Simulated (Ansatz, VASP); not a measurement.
MgI2 in VASP and in Ansatz

```
CELL_PARAMETERS angstrom
4.21957 0.00000 0.00000
-2.10979 3.65426 0.00000
0.00000 0.00000 6.97643
ATOMIC_POSITIONS crystal
Mg 0.00000 0.00000 0.00000
I 0.33333 0.66667 0.23702
I 0.66667 0.33333 0.76298
```

Change from the starting cell: hydrostatic strain +1.5%.

Alike in both runs: task single point; functional PBE; k mesh 12 × 12 × 4; occupations fermi-dirac, width 0.02 eV; no spin polarisation.

|  | VASP | Ansatz |
| --- | --- | --- |
| version | VASP 6.6.1 | Ansatz 0.2.0 |
| potentials or method | VASP PAW PBE potentials, release 64 (Mg, I) | plane waves, PAW |
| plane-wave cutoff (eV) | 520 | 420 |
| valence electrons in the cell | 16 | 44 |

VASP gave:

| Item | Value |
| --- | --- |
| gap on the k mesh at the Fermi level (eV) | 3.49 |
| pressure (GPa) | 0.3 |
| traceless stress, the component that is largest in VASP (GPa) | 0.48 |
| rms of the force components (eV/Å) | 0.001 |

Task: Which values does Ansatz return?

Result: gap on the k mesh at the Fermi level (eV): 3.51; pressure (GPa): 0.3; traceless stress, the component that is largest in VASP (GPa): 0.47; rms of the force components (eV/Å): 0.004.

Atom by atom the forces differ by 0.005 eV/Å (rms over components). VASP's potentials hold 16 valence electrons a cell and Ansatz's 44, so a difference there can come from the potentials and not from the codes.

Neither program's run includes spin-orbit coupling.
